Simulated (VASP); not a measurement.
# LiF (I4/mmm) in VASP: further runs

Runs on LiF. Level: LDA. Tasks: single point.

Everything below comes from runs of VASP 6.6.1. Logs are shortened: lines on timing, memory, paths and dates and some standing lists are left out, and cuts for length are marked.

**1. The cell of the first run**

It takes space group I4/mmm (No. 139, tetragonal). Conventional cell: a = 2.848 Å, b = 2.848 Å, c = 4.088 Å, α = 90.00°, β = 90.00°, γ = 90.00°. Li (site symmetry 4/mmm) has 6 F at 2.01 to 2.04 Å within 2.7 Å. Within 2.7 Å of F (site symmetry 4/mmm) lie 6 Li at 2.01 to 2.04 Å.

**2. Single point, LDA (strain +0.0150 x Voigt [0, 1, 0, 0, 0, 0])**

The input, INCAR:

```
SYSTEM = LiF
PREC     = Accurate       ! precision mode
ENCUT    = 520            ! plane-wave cutoff, eV
EDIFF    = 1E-6           ! SCF threshold, eV
ISMEAR   = 0              ! smearing method
SIGMA    = 0.05           ! smearing width, eV
LREAL    = .FALSE.        ! projectors in reciprocal space
LASPH    = .TRUE.         ! aspherical terms in the spheres
NELM     = 60             ! most SCF steps
ALGO     = Normal         ! electronic algorithm
ISIF     = 2              ! what is computed and relaxed
LWAVE    = .FALSE.        ! write WAVECAR
LCHARG   = .FALSE.        ! write CHGCAR
NBANDS   = 12             ! bands
```

The input, KPOINTS:

```
regular mesh
0
G
  10 10 10
  0 0 0
```

The input, POSCAR:

```
LiF
1.0
    0.0000000000      2.0442100000      2.0140000000
    2.0140000000      0.0000000000      2.0140000000
    2.0140000000      2.0442100000      0.0000000000
Li F
1 1
Direct
    0.0000000000      0.0000000000      0.0000000000
    0.5000000000      0.5000000000      0.5000000000
```

Potentials or basis: VASP PAW LDA potentials, release 64 (Li_sv, F).

On the command line:

```bash
$ cat potpaw_LDA.64/Li_sv/POTCAR potpaw_LDA.64/F/POTCAR > POTCAR
$ mpirun -np 1 vasp_std > vasp.out
```

OUTCAR:

```text
SYSTEM = LiF
   PREC = Accurate
   ENCUT = 520
   EDIFF = 1E-6
   ISMEAR = 0
   LREAL = .FALSE.
   LASPH = .TRUE.
   NELM = 60
   ISIF = 2

 ion  position               nearest neighbor table
   1  0.000  0.000  0.000-   2 2.01   2 2.01   2 2.01   2 2.01   2 2.04   2 2.04
   2  0.500  0.500  0.500-   1 2.01   1 2.01   1 2.01   1 2.01   1 2.04   1 2.04

  LATTYP: Found a body centered tetragonal cell.
 ALAT       =     2.8482261146
 C/A-ratio  =     1.4354267658

  Lattice vectors:

 A1 = (   0.0000000000,  -2.0442100000,   2.0140000000)
 A2 = (   0.0000000000,  -2.0442100000,  -2.0140000000)
 A3 = (   2.0140000000,   2.0442100000,   0.0000000000)

Analysis of symmetry for initial positions (statically):
=====================================================================
 Subroutine PRICEL returns:
 Original cell was already a primitive cell.

 Routine SETGRP: Setting up the symmetry group for a
 body centered tetragonal supercell.

 Subroutine GETGRP returns: Found 16 space group operations
 (whereof 16 operations were pure point group operations)
 out of a pool of 16 trial point group operations.

The static configuration has the point symmetry D_4h.

Analysis of symmetry for dynamics (positions and initial velocities):
=====================================================================
 Subroutine PRICEL returns:
 Original cell was already a primitive cell.

 Routine SETGRP: Setting up the symmetry group for a
 body centered tetragonal supercell.

 Subroutine GETGRP returns: Found 16 space group operations
 (whereof 16 operations were pure point group operations)
 out of a pool of 16 trial point group operations.

The dynamic configuration has the point symmetry D_4h.

 Subroutine INISYM returns: Found 16 space group operations
 (whereof 16 operations are pure point group operations),
 and found     1 'primitive' translations

----------------------------------------------------------------------------------------

                                     Primitive cell

  volume of cell :      16.5834

  direct lattice vectors                    reciprocal lattice vectors
     0.000000000  2.044210000  2.014000000    -0.248262165  0.244593266  0.248262165
     2.014000000  0.000000000  2.014000000     0.248262165 -0.244593266  0.248262165
     2.014000000  2.044210000  0.000000000     0.248262165  0.244593266 -0.248262165

  length of vectors
     2.869667319  2.848226115  2.869667319     0.427894929  0.427894929  0.427894929

  position of ions in fractional coordinates (direct lattice)
     0.000000000  0.000000000  0.000000000
     0.500000000  0.500000000  0.500000000

[... 84 lines left out ...]
   POTIM  = 0.5000    time-step for ionic-motion
   TEBEG  =    0.0;   TEEND  =   0.0 temperature during run
   PSTRESS=    0.0 pullay stress
   NELECT =      10.0000    total number of electrons
   NUPDOWN=      -1.0000    fix difference up-down
   EMIN   =  10.00;   EMAX   =-10.00  energy-range for DOS
   EFERMI =   0.00;   METHOD = LEGACY
   ISMEAR =     0;   SIGMA  =   0.05  broadening in eV -4-tet -1-fermi 0-gaus
   EFERMI_NEDOS =   21; number of points for ismear=-14 and -15
   IALGO  =     38    algorithm
   IMIX   =      4    mixing-type and parameters
     AMIX     =   0.40;   BMIX     =  1.00
     AMIX_MAG =   1.60;   BMIX_MAG =  1.00
  volume/ion in A,a.u.               =       8.29        55.96
  Fermi-wavevector in a.u.,A,eV,Ry     =   1.383089  2.613659 26.027050  1.912934
  Thomas-Fermi vector in A             =   2.507719
   LORBIT       =      0    0 simple, 1 ext, 2 COOP (PROOUT), +10 PAW based schemes
   GGA     = CA    functional components
   LHFCALC =     F    Hartree Fock is set to
   AEXX    =    0.0000 exact exchange contribution
   IVDW    =     0    specifies the selected vdW correction
   LEPSILON=     F    determine dielectric tensor
   LRPA    =     F    only Hartree local field effects (RPA)
 non-spin polarized calculation
 Gauss-broadening in eV      SIGMA  =   0.05
  energy-cutoff  :      520.00
  volume of cell :       16.58
 maximum number of plane-waves:       459
 NGX is ok and might be reduce to    24
   NGX = 11   NGY = 11   NGZ = 11

 number of electron      10.0000000 magnetization

 number of electron       9.9999992 magnetization

 Free energy of the ion-electron system (eV)
  ---------------------------------------------------
  ext. energy  EPLUGINS =         0.00000000
  ---------------------------------------------------
  free energy    TOTEN  =       -10.46119730 eV

  energy without entropy =      -10.46119730  energy(sigma->0) =      -10.46119730

 E-fermi :  -0.9644     XC(G=0): -10.5955

 val. band max:       -1.3667895261   @ k =   0.0000   0.0000   0.0000
 cond. band min:       7.3097983800   @ k =   0.0000   0.0000   0.0000
 fundamental gap:      8.6765879061
 Fermi energy:        -0.9644327825

 k-point     1 :       0.0000    0.0000    0.0000
  band No.  band energies     occupation
      1     -41.1707      2.00000
      2     -20.9177      2.00000
      3      -1.4018      2.00000
      4      -1.4018      2.00000
      5      -1.3668      2.00000
      6       7.3098      0.00000
      7      21.6557      0.00000
      8      21.9906      0.00000
      9      21.9906      0.00000
     10      22.2888      0.00000
     11      22.4162      0.00000
     12      22.4162      0.00000
[... 331 lines left out ...]
 k-point    24 :       0.4000    0.3000   -0.0000
  band No.  band energies     occupation
      1     -41.1033      2.00000
      2     -20.3767      2.00000
      3      -3.7328      2.00000
      4      -2.2916      2.00000
      5      -2.1573      2.00000
      6      11.2615      0.00000
      7      14.8146      0.00000
      8      16.6367      0.00000
      9      18.0633      0.00000
     10      19.1455      0.00000
     11      31.9322      0.00000
     12      32.7949      0.00000

 [... further k-points ...]
[... 5 lines left out ...]
  --------------------------------------------------------------------------------------
  -------------------------------------------------------------------------------------
  Total       -0.7480765     -0.8289273     -0.7480765     -0.0000000      0.0000000      0.0000000
  in kB      -72.2740103    -80.0852624    -72.2740103     -0.0000000      0.0000000      0.0000000
  external PRESSURE =     -74.8777610 kB  Pullay stress =       0.0000000 kB

 VOLUME and BASIS-vectors are now :
 -----------------------------------------------------------------------------
  energy-cutoff  :      520.00
  volume of cell :       16.58
      direct lattice vectors                 reciprocal lattice vectors
     0.000000000  2.044210000  2.014000000    -0.248262165  0.244593266  0.248262165
     2.014000000  0.000000000  2.014000000     0.248262165 -0.244593266  0.248262165
     2.014000000  2.044210000  0.000000000     0.248262165  0.244593266 -0.248262165

 POSITION                                       TOTAL-FORCE (eV/Angst)
 -----------------------------------------------------------------------------------
      0.00000      0.00000      0.00000        -0.000000     -0.000000     -0.000000
      2.01400      2.04421      2.01400         0.000000      0.000000      0.000000
 -----------------------------------------------------------------------------------
    total drift:                               -0.000000     -0.000000      0.000000

  FREE ENERGIE OF THE ION-ELECTRON SYSTEM (eV)
  ---------------------------------------------------
  free  energy   TOTEN  =       -10.4611973006 eV

  energy  without entropy=      -10.4611973006  energy(sigma->0) =      -10.46119730
```

stdout:

```text
POSCAR found type information on POSCAR LiF
 POSCAR found :  2 types and       2 ions
 scaLAPACK will be used
 LDA part: xc-table for (Slater(with rela. corr.)+CA(PZ))
 , standard interpolation
 POSCAR, INCAR and KPOINTS ok, starting setup
 FFT: planning ... GRIDC
 FFT: planning ... GRID_SOFT
 FFT: planning ... GRID
 WAVECAR not read
 entering main loop
```

Run time: 9.6 s. Hardware: 1 thread of Intel Xeon Platinum 8488C (Sapphire Rapids), shared host; peak memory 0.13 GiB.

What came out:

```
Free energy            : -10.4612 eV
Band gap on the k mesh : 8.68 eV, direct
```

Levels at points of the mesh, in eV from the valence-band top:
| k point | band 2 | band 3 | band 4 | band 5 | band 6 | band 7 | band 8 | band 9 |
| --- | --- | --- | --- | --- | --- | --- | --- | --- |
| (0.00, 0.00, 0.00) | -19.55 | -0.03 | -0.03 | 0.00 | 8.68 | 23.02 | 23.36 | 23.36 |
| (0.50, 0.00, 0.00) | -19.11 | -2.56 | -0.26 | -0.23 | 10.27 | 16.18 | 18.15 | 18.41 |
| (0.50, 0.50, 0.00) | -18.83 | -3.07 | -1.09 | -1.00 | 14.34 | 15.87 | 16.94 | 19.39 |
| (0.50, 0.00, 0.50) | -18.85 | -3.08 | -1.00 | -1.00 | 14.08 | 16.07 | 16.92 | 19.71 |

Caveat: the cell differs from its parent crystal (strain +0.0150 x Voigt [0, 1, 0, 0, 0, 0]); the cutoff is under 1.25 times the usual one of these potentials, so pressure, stress and relaxed cells hold a basis-set (Pulay) error. A k mesh can miss the band edges.

**3. Single point, LDA (strain +0.0050 x Voigt [0, 1, 0, 0, 0, 0])**

The input, INCAR:

```
SYSTEM = LiF
PREC = Accurate
ENCUT = 520
EDIFF = 1E-7
ISMEAR = 0
SIGMA = 0.05
LREAL = .False.
LASPH = .True.
NELM = 100
ALGO = Normal
ISIF = 2
LWAVE = .False.
LCHARG = .False.
GGA = CA
NBANDS = 12
```

The input, KPOINTS:

```
regular mesh
0
Gamma
  10 10 10
  0 0 0
```

The input, POSCAR:

```
LiF
1.0
    0.0000000000      2.0240700000      2.0140000000
    2.0140000000      0.0000000000      2.0140000000
    2.0140000000      2.0240700000      0.0000000000
Li F
1 1
Direct
    0.0000000000      0.0000000000      0.0000000000
    0.5000000000      0.5000000000      0.5000000000
```

Potentials or basis: VASP PAW LDA potentials, release 64 (Li_sv, F).

On the command line:

```bash
$ cat potpaw_LDA.64/Li_sv/POTCAR potpaw_LDA.64/F/POTCAR > POTCAR
$ mpirun -np 1 vasp_std > vasp.out
```

It took 11 s on 1 thread of Intel Xeon Platinum 8488C (Sapphire Rapids), shared host; peak memory 0.13 GiB.

The run converged. Its results:

| Item | Value |
| --- | --- |
| Free energy | -10.4685 eV |
| Band gap on the k mesh | 8.78 eV, direct |

Levels at points of the mesh, in eV from the valence-band top:
```tsv
k point	band 1	band 2	band 3	band 4	band 5	band 6	band 7	band 8	band 9	band 10
(0.00, 0.00, 0.00)	-39.77	-19.56	-0.01	-0.01	0.00	8.78	23.31	23.42	23.42	23.82
(0.50, 0.00, 0.00)	-39.70	-19.12	-2.57	-0.24	-0.23	10.34	16.31	18.32	18.41	29.80
(0.50, 0.50, 0.00)	-39.69	-18.83	-3.10	-1.05	-1.02	14.39	15.97	17.07	19.63	19.71
(0.50, 0.00, 0.50)	-39.69	-18.84	-3.10	-1.02	-1.02	14.30	16.04	17.06	19.74	19.74
```

Caveat: the cell differs from its parent crystal (strain +0.0050 x Voigt [0, 1, 0, 0, 0, 0]); the cutoff is under 1.25 times the usual one of these potentials, so pressure, stress and relaxed cells hold a basis-set (Pulay) error. A k mesh can miss the band edges.

[end of part 1 of 2]
